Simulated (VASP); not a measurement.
A run of VASP 6.6.1 is set up as follows.

The input INCAR:

```
SYSTEM = CoO
PREC = Accurate ; ENCUT = 520
EDIFF = 1E-6 ; ISMEAR = 0
SIGMA = 0.15 ; LREAL = .FALSE.
LASPH = .TRUE. ; NELM = 150
ALGO = Normal ; ISIF = 2
LWAVE = .FALSE. ; LCHARG = .FALSE.
ISPIN = 2 ; MAGMOM = 2.7 0.34
LORBIT = 11 ; LMAXMIX = 4
GGA = PE ; NBANDS = 18
```

File KPOINTS:

```
Automatic mesh
0
G
  24 24 24
  0 0 0
```

The input POSCAR:

```
CoO
1.0
   -1.5919462869      1.5919462869      1.8908714463
    1.5919462869     -1.5919462869      1.8908714463
    1.5919462869      1.5919462869     -1.8908714463
Co O
1 1
Direct
    0.0000000000      0.0000000000      0.0000000000
    0.5000000000      0.5000000000      0.0000000000
```

Potentials or basis: VASP PAW PBE potentials, release 64 (Co, O).

Command:

```bash
$ cat potpaw_PBE.64/Co/POTCAR potpaw_PBE.64/O/POTCAR > POTCAR
$ mpirun -np 1 vasp_std > vasp.out
```

(1) Predict the net moment.

(2) Predict the site moments.

Results:

(1) 2.74 μB per cell.

(2) Co +2.40; O +0.28 μB.

Caveat: a cell with one magnetic atom can't hold antiferromagnetic order, which such compounds often take.
